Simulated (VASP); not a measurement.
# Ni (Im-3m) in VASP: single point with PBEsol

Aim: the single point of Ni with PBEsol.

All numbers are computed with VASP 6.6.1; they aren't measurements. Logs are shortened: lines on timing, memory, paths and dates and some standing lists are left out, and cuts for length are marked.

### 1 The cell of the first run

It takes space group Im-3m (No. 229, cubic). Conventional cell: a = 2.755 Å, b = 2.755 Å, c = 2.755 Å, α = 90.00°, β = 90.00°, γ = 90.00°. Ni (site symmetry m-3m) has 14 Ni at 2.39 to 2.76 Å within 3.2 Å.

This isn't the form of Ni at room conditions, which is fcc.

### 2 Single point, PBEsol, collinear spin, ferromagnetic start

Contents of INCAR:

```
SYSTEM = Ni
PREC     = Accurate       ! precision mode
ENCUT    = 520            ! plane-wave cutoff, eV
EDIFF    = 1E-7           ! SCF threshold, eV
ISMEAR   = 0              ! smearing method
SIGMA    = 0.15           ! smearing width, eV
LREAL    = .False.        ! projectors in reciprocal space
LASPH    = .True.         ! aspherical terms in the spheres
NELM     = 150            ! most SCF steps
ALGO     = Normal         ! electronic algorithm
ISIF     = 2              ! what is computed and relaxed
LWAVE    = .False.        ! write WAVECAR
LCHARG   = .True.         ! write CHGCAR
ISPIN    = 2              ! spin polarisation
MAGMOM   = 0.6            ! initial moments
LORBIT   = 11             ! projections on sites
LMAXMIX  = 4              ! l up to which the mixer works
GGA      = PS             ! functional
LELF     = .True.         ! ELF
LVHAR    = .True.       
NBANDS   = 15             ! bands
```

Contents of KPOINTS:

```
regular mesh
0
Gamma
  22 22 22
  0 0 0
```

Contents of POSCAR:

```
Ni
1.0
   -1.3776617923      1.3776617923      1.3776617923
    1.3776617923     -1.3776617923      1.3776617923
    1.3776617923      1.3776617923     -1.3776617923
Ni
1
Direct
    0.0000000000      0.0000000000      0.0000000000
```

Potentials or basis: VASP PAW PBE potentials, release 64 (Ni).

Run with:

```
$ cat potpaw_PBE.64/Ni/POTCAR > POTCAR
$ mpirun -np 1 vasp_std > vasp.out
```

OUTCAR:

```text
SYSTEM = Ni
   PREC = Accurate
   ENCUT = 520
   EDIFF = 1E-7
   ISMEAR = 0
   LREAL = .False.
   LASPH = .True.
   NELM = 150
   ISIF = 2
   ISPIN = 2
   LORBIT = 11
   GGA = PS

 ion  position               nearest neighbor table
   1  0.000  0.000  0.000-

  LATTYP: Found a body centered cubic cell.
 ALAT       =     2.7553235846

  Lattice vectors:

 A1 = (  -1.3776617923,   1.3776617923,   1.3776617923)
 A2 = (   1.3776617923,  -1.3776617923,   1.3776617923)
 A3 = (   1.3776617923,   1.3776617923,  -1.3776617923)

Analysis of symmetry for initial positions (statically):
=====================================================================
 Subroutine PRICEL returns:
 Original cell was already a primitive cell.

 Routine SETGRP: Setting up the symmetry group for a
 body centered cubic supercell.

 Subroutine GETGRP returns: Found 48 space group operations
 (whereof 48 operations were pure point group operations)
 out of a pool of 48 trial point group operations.

The static configuration has the point symmetry O_h .

Analysis of symmetry for dynamics (positions and initial velocities):
=====================================================================
 Subroutine PRICEL returns:
 Original cell was already a primitive cell.

 Routine SETGRP: Setting up the symmetry group for a
 body centered cubic supercell.

 Subroutine GETGRP returns: Found 48 space group operations
 (whereof 48 operations were pure point group operations)
 out of a pool of 48 trial point group operations.

The dynamic configuration has the point symmetry O_h .

Analysis of structural, dynamic, and magnetic symmetry:
=====================================================================
 Subroutine PRICEL returns:
 Original cell was already a primitive cell.

 Routine SETGRP: Setting up the symmetry group for a
 body centered cubic supercell.

 Subroutine GETGRP returns: Found 48 space group operations
 (whereof 48 operations were pure point group operations)
 out of a pool of 48 trial point group operations.

The overall configuration has the point symmetry O_h .

 Subroutine INISYM returns: Found 48 space group operations
 (whereof 48 operations are pure point group operations),
 and found     1 'primitive' translations

----------------------------------------------------------------------------------------

                                     Primitive cell

  volume of cell :      10.4589

  direct lattice vectors                    reciprocal lattice vectors
    -1.377661792  1.377661792  1.377661792     0.000000000  0.362933779  0.362933779
     1.377661792 -1.377661792  1.377661792     0.362933779  0.000000000  0.362933779
     1.377661792  1.377661792 -1.377661792     0.362933779  0.362933779  0.000000000

  length of vectors
     2.386180220  2.386180220  2.386180220     0.513265872  0.513265872  0.513265872

  position of ions in fractional coordinates (direct lattice)
     0.000000000  0.000000000  0.000000000

  ion indices of the primitive-cell ions
   primitive index   ion index
                 1           1

----------------------------------------------------------------------------------------

 KPOINTS: regular mesh

Automatic generation of k-mesh.
 Grid dimensions read from file:
 generate k-points for:   22   22   22

 Generating k-lattice:

  Cartesian coordinates                     Fractional coordinates (reciprocal lattice)
     0.000000000  0.016496990  0.016496990     0.045454545  0.000000000  0.000000000
     0.016496990  0.000000000  0.016496990     0.000000000  0.045454545  0.000000000
     0.016496990  0.016496990  0.000000000     0.000000000  0.000000000  0.045454545

  Length of vectors
     0.023330267  0.023330267  0.023330267

  Shift w.r.t. Gamma in fractional coordinates (k-lattice)
     0.000000000  0.000000000  0.000000000

 Subroutine IBZKPT returns following result:
 ===========================================

 Found    328 irreducible k-points:

 Following reciprocal coordinates:
            Coordinates               Weight
  0.000000  0.000000  0.000000      1.000000
  0.045455  0.000000  0.000000     12.000000
  0.090909  0.000000  0.000000     12.000000
  0.136364  0.000000  0.000000     12.000000
  0.181818  0.000000  0.000000     12.000000
  0.227273  0.000000  0.000000     12.000000
[... 16 lines left out ...]
  0.090909  0.090909  0.000000     24.000000
  0.136364  0.090909  0.000000     48.000000
 [... further k-points ...]
   k-points           NKPTS =    328   k-points in BZ     NKDIM =    328   number of bands    NBANDS=     15
   number of dos      NEDOS =    301   number of ions     NIONS =      1
   total plane-waves  NPLWV =   5832
   dimension x,y,z NGX =    18 NGY =   18 NGZ =   18
   dimension x,y,z NGXF=    36 NGYF=   36 NGZF=   36
   ions per type =               1
   NGX,Y,Z   is equivalent  to a cutoff of  12.54, 12.54, 12.54 a.u.
   NGXF,Y,Z  is equivalent  to a cutoff of  25.08, 25.08, 25.08 a.u.
 SYSTEM =  Ni
   PREC   = accura    normal or accurate (medium, high low for compatibility)
   ISTART =      0    job   : 0-new  1-cont  2-samecut
   ICHARG =      2    charge: 1-file 2-atom 10-const
   ISPIN  =      2    spin polarized calculation?
   LNONCOLLINEAR =      F non collinear calculations
   LSORBIT =      F    spin-orbit coupling
   LASPH  =      T    aspherical Exc in radial PAW
   ENCUT  =  520.0 eV  38.22 Ry    6.18 a.u.   4.44  4.44  4.44*2*pi/ulx,y,z
   NELM   =    150;   NELMIN=  2; NELMDL= -5     # of ELM steps
   EDIFF  = 0.1E-06   stopping-criterion for ELM
   LREAL  =      F    real-space projection
   EDIFFG = 0.1E-05   stopping-criterion for IOM
   NSW    =      0    number of steps for IOM
   IBRION =     -1    ionic relax: 0-MD 1-quasi-New 2-CG
   NFREE  =      0    steps in history (QN), initial steepest desc. (CG)
   ISIF   =      2    stress and relaxation
   ISYM   =      2    0-nonsym 1-usesym 2-fastsym
   POTIM  = 0.5000    time-step for ionic-motion
   TEBEG  =    0.0;   TEEND  =   0.0 temperature during run
   PSTRESS=    0.0 pullay stress
   NELECT =      10.0000    total number of electrons
   NUPDOWN=      -1.0000    fix difference up-down
   EMIN   =  10.00;   EMAX   =-10.00  energy-range for DOS
   EFERMI =   0.00;   METHOD = LEGACY
   ISMEAR =     0;   SIGMA  =   0.15  broadening in eV -4-tet -1-fermi 0-gaus
   EFERMI_NEDOS =   21; number of points for ismear=-14 and -15
   IALGO  =     38    algorithm
   IMIX   =      4    mixing-type and parameters
     AMIX     =   0.40;   BMIX     =  1.00
     AMIX_MAG =   1.60;   BMIX_MAG =  1.00
  volume/ion in A,a.u.               =      10.46        70.58
  Fermi-wavevector in a.u.,A,eV,Ry     =   1.612794  3.047739 35.390173  2.601104
  Thomas-Fermi vector in A             =   2.707967
   LORBIT       =     11    0 simple, 1 ext, 2 COOP (PROOUT), +10 PAW based schemes
   GGA     = PS    functional components
   LHFCALC =     F    Hartree Fock is set to
   AEXX    =    0.0000 exact exchange contribution
   IVDW    =     0    specifies the selected vdW correction
   LEPSILON=     F    determine dielectric tensor
   LRPA    =     F    only Hartree local field effects (RPA)
 spin polarized calculation
 Gauss-broadening in eV      SIGMA  =   0.15
  energy-cutoff  :      520.00
  volume of cell :       10.46
 maximum number of plane-waves:       321
 NGX is ok and might be reduce to    18
   NGX =  9   NGY =  9   NGZ =  9

 number of electron      10.0000010 magnetization       0.5057233

 Free energy of the ion-electron system (eV)
  ---------------------------------------------------
  ext. energy  EPLUGINS =         0.00000000
  ---------------------------------------------------
  free energy    TOTEN  =        -6.04325565 eV

  energy without entropy =       -6.02545661  energy(sigma->0) =       -6.03435613

 E-fermi :   9.6155     XC(G=0): -13.6662

 val. band max:        9.6131881529   @ k =  -0.2727   0.4545   0.0909
 cond. band min:       9.6172541329   @ k =  -0.3636  -0.4091   0.1364
 fundamental gap:      0.0040659800
 Fermi energy:         9.6155294401

 spin component 1

 k-point     1 :       0.0000    0.0000    0.0000
  band No.  band energies     occupation
      1       0.4161      1.00000
      2       7.2630      1.00000
      3       7.2630      1.00000
      4       7.2630      1.00000
      5       8.7491      1.00000
      6       8.7491      1.00000
      7      36.4660      0.00000
      8      36.4660      0.00000
      9      36.4660      0.00000
     10      41.6258      0.00000
     11      41.6258      0.00000
     12      42.9795      0.00000
     13      42.9795      0.00000
     14      42.9795      0.00000
     15      43.5621      0.00000
[... 397 lines left out ...]
 k-point    24 :       0.1364    0.0909    0.0000
  band No.  band energies     occupation
      1       2.0134      1.00000
      2       6.9726      1.00000
      3       7.0821      1.00000
      4       8.0427      1.00000
      5       8.4816      1.00000
      6       8.8181      1.00000
      7      29.3885      0.00000
      8      31.1923      0.00000
      9      34.9077      0.00000
     10      36.5517      0.00000
     11      39.9445      0.00000
     12      41.1473      0.00000
     13      45.6268      0.00000
     14      46.0869      0.00000
     15      50.5483      0.00000

 [... further k-points ...]

 spin component 2

 k-point     1 :       0.0000    0.0000    0.0000
  band No.  band energies     occupation
      1       0.4232      1.00000
      2       7.8537      1.00000
      3       7.8537      1.00000
      4       7.8537      1.00000
      5       9.2119      0.99993
      6       9.2119      0.99993
      7      36.4047      0.00000
      8      36.4047      0.00000
      9      36.4047      0.00000
     10      41.5921      0.00000
     11      41.5921      0.00000
     12      43.1450      0.00000
     13      43.1450      0.00000
     14      43.1450      0.00000
     15      43.7128      0.00000
[... 397 lines left out ...]
 k-point    24 :       0.1364    0.0909    0.0000
  band No.  band energies     occupation
      1       2.0269      1.00000
      2       7.5403      1.00000
      3       7.6361      1.00000
      4       8.6519      1.00000
      5       8.9470      1.00000
      6       9.2864      0.99904
      7      29.4591      0.00000
      8      31.2539      0.00000
      9      35.0225      0.00000
     10      36.5463      0.00000
     11      39.9907      0.00000
     12      41.2264      0.00000
     13      45.7222      0.00000
     14      46.1035      0.00000
     15      50.7095      0.00000

 [... further k-points ...]

------------------------ aborting loop because EDIFF is reached ----------------------------------------

  FORCE on cell =-STRESS in cart. coord.  units (eV):
  Direction    XX          YY          ZZ          XY          YZ          ZX
  --------------------------------------------------------------------------------------
  -------------------------------------------------------------------------------------
  Total       -0.0040622     -0.0040622     -0.0040622      0.0000000     -0.0000000      0.0000000
  in kB       -0.6222750     -0.6222750     -0.6222750      0.0000000     -0.0000000      0.0000000
  external PRESSURE =      -0.6222750 kB  Pullay stress =       0.0000000 kB

 VOLUME and BASIS-vectors are now :
 -----------------------------------------------------------------------------
  energy-cutoff  :      520.00
  volume of cell :       10.46
      direct lattice vectors                 reciprocal lattice vectors
    -1.377661792  1.377661792  1.377661792     0.000000000  0.362933779  0.362933779
     1.377661792 -1.377661792  1.377661792     0.362933779  0.000000000  0.362933779
     1.377661792  1.377661792 -1.377661792     0.362933779  0.362933779  0.000000000

 POSITION                                       TOTAL-FORCE (eV/Angst)
 -----------------------------------------------------------------------------------
      0.00000      0.00000      0.00000        -0.000000      0.000000      0.000000
 -----------------------------------------------------------------------------------
    total drift:                                0.000000      0.000000      0.000000

  FREE ENERGIE OF THE ION-ELECTRON SYSTEM (eV)
  ---------------------------------------------------
  free  energy   TOTEN  =        -6.0432556508 eV

  energy  without entropy=       -6.0254566088  energy(sigma->0) =       -6.03435613

 total charge

# of ion       s       p       d       tot
------------------------------------------
    1        0.511   0.530   8.350   9.391

 magnetization (x)

# of ion       s       p       d       tot
------------------------------------------
    1       -0.004  -0.015   0.528   0.509
```

Run time: 92 s. Hardware: 1 thread of Intel Xeon 8259CL, shared host; peak memory 0.19 GiB.

What came out:

```yaml
Free_energy: -6.0433 eV
Pressure: -0.1 GPa
Net_moment: 0.51 μB per cell
Site_moments: Ni +0.51 μB
Valence_electrons_inside_the_program's_atomic_spheres: Ni 9.39
```

Caveat: the PAW data sets were made with another functional, which shifts forces and pressure a little.
